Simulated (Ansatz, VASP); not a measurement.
**One calculation of TiAl3, two programs**

```
CELL_PARAMETERS angstrom
2.75386 0.00000 0.00000
0.00000 4.63111 0.00000
0.00000 0.00000 4.84977
ATOMIC_POSITIONS crystal
Ti 0.00000 0.50000 0.16294
Al 0.50000 0.50000 0.66379
Al 0.50000 0.00000 0.33286
Al 0.00000 0.00000 0.84041
```

Alike in both runs: functional LDA; k mesh 14 × 10 × 10; occupations gaussian, width 0.1 eV; no spin polarisation.

Ansatz relaxed the structure, and its values are those at the end. VASP's run is a single point on that final structure, the one shown.

|  | VASP | Ansatz |
| --- | --- | --- |
| version | VASP 6.6.1 | Ansatz 0.2.0 |
| potentials or method | VASP PAW LDA potentials, release 64 (Ti_sv, Al), cutoff 520 eV | scalar-relativistic, plane waves, PAW |
| valence electrons in the cell | 21 | 21 |

Ansatz gave:

```
gap on the k mesh at the Fermi level (eV) : none
pressure (GPa)                            : 0.0
```

Question: Estimate VASP's values.

Answer: gap on the k mesh at the Fermi level (eV): none; pressure (GPa): 0.1.

Ansatz warns that its potentials were made for another functional, while VASP's fit it. LDA's correlation is that of Perdew and Zunger in VASP and of Perdew and Wang (1992) in Ansatz. A gap of «none» marks a metal or a gap that the smearing closes.
